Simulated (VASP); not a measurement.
# AgI (F-43m) in VASP: a series of runs

AgI is run at these levels: PBE+D3(BJ), revPBE, BLYP; tasks: single point.

Everything below comes from runs of VASP 6.6.1. Logs are shortened: lines on timing, memory, paths and dates and some standing lists are left out, and cuts for length are marked.

### 1 The cell of the first run

Symmetry: F-43m, No. 216, cubic system. The conventional cell has a = 6.564 Å, b = 6.564 Å, c = 6.564 Å, α = 90.00°, β = 90.00°, γ = 90.00°. Within 3.7 Å of Ag (site symmetry -43m) lie 4 I at 2.84 Å. Within 3.7 Å of I (site symmetry -43m) lie 4 Ag at 2.84 Å.

### 2 Single point, PBE+D3(BJ)

File INCAR:

```
SYSTEM = AgI
PREC = Accurate
ENCUT = 500
EDIFF = 1E-6
ISMEAR = -1
SIGMA = 0.19
LREAL = .FALSE.
LASPH = .TRUE.
NELM = 120
ALGO = Normal
ISIF = 2
LWAVE = .FALSE.
LCHARG = .FALSE.
GGA = PE
IVDW = 12
NBANDS = 16
GGA_COMPAT = .FALSE.
```

File KPOINTS:

```
regular mesh
0
G
  4 4 4
  0 0 0
```

File POSCAR:

```
AgI
1.0
    0.0000000000      3.2820957782      3.2820957782
    3.2820957782      0.0000000000      3.2820957782
    3.2820957782      3.2820957782      0.0000000000
Ag I
1 1
Direct
    0.0000000000      0.0000000000      0.0000000000
    0.7500000000      0.7500000000      0.7500000000
```

Potentials or basis: VASP PAW PBE potentials, release 64 (Ag, I).

On the command line:

```sh
$ cat potpaw_PBE.64/Ag/POTCAR potpaw_PBE.64/I/POTCAR > POTCAR
$ mpirun -np 1 vasp_std > vasp.out
```

OUTCAR:

```text
SYSTEM = AgI
   PREC = Accurate
   ENCUT = 500
   EDIFF = 1E-6
   ISMEAR = -1
   LREAL = .FALSE.
   LASPH = .TRUE.
   NELM = 120
   ISIF = 2
   GGA = PE
   IVDW = 12
 IVDW          = 12

 ion  position               nearest neighbor table
   1  0.000  0.000  0.000-   2 2.84   2 2.84   2 2.84   2 2.84
   2  0.750  0.750  0.750-   1 2.84   1 2.84   1 2.84   1 2.84

  LATTYP: Found a face centered cubic cell.
 ALAT       =     6.5641915564

  Lattice vectors:

 A1 = (   0.0000000000,   3.2820957782,   3.2820957782)
 A2 = (   3.2820957782,   0.0000000000,   3.2820957782)
 A3 = (   3.2820957782,   3.2820957782,   0.0000000000)

Analysis of symmetry for initial positions (statically):
=====================================================================
 Subroutine PRICEL returns:
 Original cell was already a primitive cell.

 Routine SETGRP: Setting up the symmetry group for a
 face centered cubic supercell.

 Subroutine GETGRP returns: Found 24 space group operations
 (whereof 24 operations were pure point group operations)
 out of a pool of 48 trial point group operations.

The static configuration has the point symmetry T_d .

Analysis of symmetry for dynamics (positions and initial velocities):
=====================================================================
 Subroutine PRICEL returns:
 Original cell was already a primitive cell.

 Routine SETGRP: Setting up the symmetry group for a
 face centered cubic supercell.

 Subroutine GETGRP returns: Found 24 space group operations
 (whereof 24 operations were pure point group operations)
 out of a pool of 48 trial point group operations.

The dynamic configuration has the point symmetry T_d .

 Subroutine INISYM returns: Found 24 space group operations
 (whereof 24 operations are pure point group operations),
 and found     1 'primitive' translations

----------------------------------------------------------------------------------------

                                     Primitive cell

  volume of cell :      70.7105

  direct lattice vectors                    reciprocal lattice vectors
     0.000000000  3.282095778  3.282095778    -0.152341685  0.152341685  0.152341685
     3.282095778  0.000000000  3.282095778     0.152341685 -0.152341685  0.152341685
     3.282095778  3.282095778  0.000000000     0.152341685  0.152341685 -0.152341685

  length of vectors
     4.641584363  4.641584363  4.641584363     0.263863538  0.263863538  0.263863538

  position of ions in fractional coordinates (direct lattice)
     0.000000000  0.000000000  0.000000000
     0.750000000  0.750000000  0.750000000

  ion indices of the primitive-cell ions
   primitive index   ion index
                 1           1
                 2           2

----------------------------------------------------------------------------------------

 KPOINTS: regular mesh

Automatic generation of k-mesh.
 Grid dimensions read from file:
 generate k-points for:    4    4    4

 Generating k-lattice:

  Cartesian coordinates                     Fractional coordinates (reciprocal lattice)
    -0.038085421  0.038085421  0.038085421     0.250000000  0.000000000  0.000000000
     0.038085421 -0.038085421  0.038085421     0.000000000  0.250000000  0.000000000
     0.038085421  0.038085421 -0.038085421     0.000000000  0.000000000  0.250000000

  Length of vectors
     0.065965884  0.065965884  0.065965884

  Shift w.r.t. Gamma in fractional coordinates (k-lattice)
     0.000000000  0.000000000  0.000000000

 Subroutine IBZKPT returns following result:
 ===========================================

 Found      8 irreducible k-points:

 Following reciprocal coordinates:
            Coordinates               Weight
  0.000000  0.000000  0.000000      1.000000
  0.250000  0.000000  0.000000      8.000000
  0.500000  0.000000  0.000000      4.000000
  0.250000  0.250000  0.000000      6.000000
  0.500000  0.250000  0.000000     24.000000
 -0.250000  0.250000  0.000000     12.000000
  0.500000  0.500000  0.000000      3.000000
 -0.250000  0.500000  0.250000      6.000000
   k-points           NKPTS =      8   k-points in BZ     NKDIM =      8   number of bands    NBANDS=     16
   number of dos      NEDOS =    301   number of ions     NIONS =      2
   total plane-waves  NPLWV =  46656
   dimension x,y,z NGX =    36 NGY =   36 NGZ =   36
   dimension x,y,z NGXF=    72 NGYF=   72 NGZF=   72
   ions per type =               1   1
   NGX,Y,Z   is equivalent  to a cutoff of  12.89, 12.89, 12.89 a.u.
   NGXF,Y,Z  is equivalent  to a cutoff of  25.79, 25.79, 25.79 a.u.
 SYSTEM =  AgI
   PREC   = accura    normal or accurate (medium, high low for compatibility)
   ISTART =      0    job   : 0-new  1-cont  2-samecut
   ICHARG =      2    charge: 1-file 2-atom 10-const
   ISPIN  =      1    spin polarized calculation?
   LNONCOLLINEAR =      F non collinear calculations
   LSORBIT =      F    spin-orbit coupling
   LASPH  =      T    aspherical Exc in radial PAW
   ENCUT  =  500.0 eV  36.75 Ry    6.06 a.u.   8.46  8.46  8.46*2*pi/ulx,y,z
   NELM   =    120;   NELMIN=  2; NELMDL= -5     # of ELM steps
   EDIFF  = 0.1E-05   stopping-criterion for ELM
   LREAL  =      F    real-space projection
   EDIFFG = 0.1E-04   stopping-criterion for IOM
   NSW    =      0    number of steps for IOM
   IBRION =     -1    ionic relax: 0-MD 1-quasi-New 2-CG
   NFREE  =      0    steps in history (QN), initial steepest desc. (CG)
   ISIF   =      2    stress and relaxation
   ISYM   =      2    0-nonsym 1-usesym 2-fastsym
   POTIM  = 0.5000    time-step for ionic-motion
   TEBEG  =    0.0;   TEEND  =   0.0 temperature during run
   PSTRESS=    0.0 pullay stress
   NELECT =      18.0000    total number of electrons
   NUPDOWN=      -1.0000    fix difference up-down
   EMIN   =  10.00;   EMAX   =-10.00  energy-range for DOS
   EFERMI =   0.00;   METHOD = LEGACY
   ISMEAR =    -1;   SIGMA  =   0.19  broadening in eV -4-tet -1-fermi 0-gaus
   EFERMI_NEDOS =   21; number of points for ismear=-14 and -15
   IALGO  =     38    algorithm
   IMIX   =      4    mixing-type and parameters
     AMIX     =   0.40;   BMIX     =  1.00
     AMIX_MAG =   1.60;   BMIX_MAG =  1.00
  volume/ion in A,a.u.               =      35.36       238.59
  Fermi-wavevector in a.u.,A,eV,Ry     =   1.037539  1.960664 14.646496  1.076487
  Thomas-Fermi vector in A             =   2.171981
   LORBIT       =      0    0 simple, 1 ext, 2 COOP (PROOUT), +10 PAW based schemes
   GGA     = PE    functional components
   LHFCALC =     F    Hartree Fock is set to
   AEXX    =    0.0000 exact exchange contribution
   IVDW    =    12    specifies the selected vdW correction
   LEPSILON=     F    determine dielectric tensor
   LRPA    =     F    only Hartree local field effects (RPA)
 non-spin polarized calculation
  energy-cutoff  :      500.00
  volume of cell :       70.71
 maximum number of plane-waves:      1812
 NGX is ok and might be reduce to    36
   NGX = 17   NGY = 17   NGZ = 17

 number of electron      18.0000001 magnetization

 Free energy of the ion-electron system (eV)
  ---------------------------------------------------
  ext. energy  EPLUGINS =         0.00000000
  ---------------------------------------------------
  free energy    TOTEN  =        -4.77127392 eV

  energy without entropy =       -4.76681215  energy(sigma->0) =       -4.76904303

 E-fermi :   3.6391     XC(G=0):  -8.2772

 val. band max:        2.7875896777   @ k =   0.0000   0.0000   0.0000
 cond. band min:       4.1274279199   @ k =   0.0000   0.0000   0.0000
 fundamental gap:      1.3398382422
 Fermi energy:         3.6390749193

 k-point     1 :       0.0000    0.0000    0.0000
  band No.  band energies     occupation
      1      -9.8381      2.00000
      2      -1.2461      2.00000
      3      -1.2461      2.00000
      4      -1.2461      2.00000
      5      -0.1559      2.00000
      6      -0.1559      2.00000
[... 8 lines left out ...]
     15      12.7916      0.00000
     16      12.7916      0.00000

 k-point     2 :       0.2500    0.0000    0.0000
  band No.  band energies     occupation
      1      -9.7089      2.00000
      2      -1.2808      2.00000
      3      -1.1597      2.00000
      4      -1.1597      2.00000
      5      -0.1584      2.00000
      6      -0.1584      2.00000
[... 8 lines left out ...]
     15      12.0294      0.00000
     16      12.2068      0.00000

 k-point     3 :       0.5000    0.0000    0.0000
  band No.  band energies     occupation
      1      -9.5724      2.00000
      2      -1.1429      2.00000
      3      -1.0814      2.00000
      4      -1.0814      2.00000
      5      -0.1280      2.00000
      6      -0.1280      2.00000
[... 8 lines left out ...]
     15      13.5963      0.00000
     16      13.5963      0.00000

 k-point     4 :       0.2500    0.2500    0.0000
  band No.  band energies     occupation
      1      -9.6660      2.00000
      2      -1.4030      2.00000
      3      -1.0594      2.00000
      4      -1.0594      2.00000
      5      -0.2121      2.00000
      6      -0.1158      2.00000
[... 8 lines left out ...]
     15      13.0913      0.00000
     16      14.7880      0.00000

 k-point     5 :       0.5000    0.2500    0.0000
  band No.  band energies     occupation
      1      -9.5297      2.00000
      2      -1.2945      2.00000
      3      -0.9419      2.00000
      4      -0.8966      2.00000
      5      -0.1261      2.00000
      6      -0.1135      2.00000
[... 8 lines left out ...]
     15      13.7238      0.00000
     16      14.4830      0.00000

 k-point     6 :      -0.2500    0.2500    0.0000
  band No.  band energies     occupation
      1      -9.5749      2.00000
      2      -1.1374      2.00000
      3      -1.1025      2.00000
      4      -1.0494      2.00000
      5      -0.1808      2.00000
      6      -0.1324      2.00000
[... 8 lines left out ...]
     15      13.1509      0.00000
     16      14.4674      0.00000

 k-point     7 :       0.5000    0.5000    0.0000
  band No.  band energies     occupation
      1      -9.4849      2.00000
      2      -1.5039      2.00000
      3      -0.7640      2.00000
      4      -0.7640      2.00000
      5      -0.0753      2.00000
      6      -0.0431      2.00000
[... 8 lines left out ...]
     15      13.5245      0.00000
     16      14.5619      0.00000

 k-point     8 :      -0.2500    0.5000    0.2500
  band No.  band energies     occupation
      1      -9.4843      2.00000
      2      -1.1723      2.00000
      3      -0.9695      2.00000
      4      -0.7703      2.00000
      5      -0.2146      2.00000
      6       0.0604      2.00000
[... 8 lines left out ...]
     15      14.3609      0.00000
     16      14.3646      0.00000

------------------------ aborting loop because EDIFF is reached ----------------------------------------

 Edisp (eV)   -0.62143

 E8    (eV) :    -0.2710

  FORCE on cell =-STRESS in cart. coord.  units (eV):
  Direction    XX          YY          ZZ          XY          YZ          ZX
  --------------------------------------------------------------------------------------
  -------------------------------------------------------------------------------------
  Total      -0.33922    -0.33922    -0.33922     0.00000    -0.00000     0.00000
  in kB      -7.68614    -7.68614    -7.68614     0.00000    -0.00000     0.00000
  external pressure =       -7.69 kB  Pullay stress =        0.00 kB

 VOLUME and BASIS-vectors are now :
 -----------------------------------------------------------------------------
  energy-cutoff  :      500.00
  volume of cell :       70.71
      direct lattice vectors                 reciprocal lattice vectors
     0.000000000  3.282095778  3.282095778    -0.152341685  0.152341685  0.152341685
     3.282095778  0.000000000  3.282095778     0.152341685 -0.152341685  0.152341685
     3.282095778  3.282095778  0.000000000     0.152341685  0.152341685 -0.152341685

 POSITION                                       TOTAL-FORCE (eV/Angst)
 -----------------------------------------------------------------------------------
      0.00000      0.00000      0.00000        -0.000000     -0.000000     -0.000000
      4.92314      4.92314      4.92314         0.000000      0.000000      0.000000
 -----------------------------------------------------------------------------------
    total drift:                                0.000000      0.000000      0.000000

  FREE ENERGIE OF THE ION-ELECTRON SYSTEM (eV)
  ---------------------------------------------------
  free  energy   TOTEN  =        -5.3927080665 eV

  energy  without entropy=       -5.3882462882  energy(sigma->0) =       -5.39047718
```

It took 11 s on 1 thread of Intel Xeon 8259CL, shared host; peak memory 0.21 GiB.

What came out:

```yaml
Free_energy: -5.3927 eV
Pressure: -0.8 GPa
Band_gap_on_the_k_mesh: 1.34 eV, direct
Dispersion_energy_per_atom: -0.311 eV
```

Levels at points of the mesh, in eV from the valence-band top:
```csv
k point,band 6,band 7,band 8,band 9,band 10,band 11,band 12,band 13
"(0.00, 0.00, 0.00)",-2.94,0.00,0.00,0.00,1.34,5.80,5.80,5.80
"(0.50, 0.00, 0.00)",-2.92,-2.81,-0.68,-0.68,2.77,6.27,6.27,7.16
"(0.50, 0.50, 0.00)",-2.83,-2.49,-1.68,-1.68,3.70,3.85,8.40,9.53
```

Caveat: three body term missing; spin-orbit coupling is left out, which moves the levels of the heavy elements. As with any semilocal functional, this PBE gap is likely too small.

(Continued in part 2 of 2.)
